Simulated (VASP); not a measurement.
Runs of VASP 6.6.1 on ZrC. The structure is that of space group P6_3/mmc (No. 194), or close to it. The cells are those of the table. 

```csv
cell,gap on the mesh (eV),pressure (GPa)
"a = 3.322, b = 3.322, c = 5.182 Å, angles 90.0, 90.0, 120.0°, 4 atoms",none,6.9
"a = 3.369, b = 3.369, c = 5.255 Å, angles 90.0, 90.0, 120.0°, 4 atoms",none,(b)
"a = 3.414, b = 3.414, c = 5.325 Å, angles 90.0, 90.0, 120.0°, 4 atoms",none,-11.2
"a = 3.346, b = 3.346, c = 5.219 Å, angles 90.0, 90.0, 120.0°, 4 atoms",none,1.6
"a = 3.436, b = 3.436, c = 5.360 Å, angles 90.0, 90.0, 120.0°, 4 atoms",none,(a)
"a = 3.458, b = 3.458, c = 5.394 Å, angles 90.0, 90.0, 120.0°, 4 atoms",none,-17.8
"a = 3.391, b = 3.391, c = 5.290 Å, angles 90.0, 90.0, 120.0°, 4 atoms",none,-7.4
```

Alike in all rows: task single point; level PBEsol; potentials or basis VASP PAW PBE potentials, release 64 (Zr_sv, C); no spin polarisation; k mesh 8 × 8 × 5; cutoff (eV) 520; smearing fermi-dirac 0.15 eV.

Question: Fill in the values left out.

Answer: (a) -14.7; (b) -3.1.

Caveats: the PAW data sets were made with another functional, which shifts forces and pressure a little.

A k mesh can miss the band edges, and the runs leave out spin-orbit coupling on Zr.

A gap of «none» marks levels without a gap at the run's occupations.
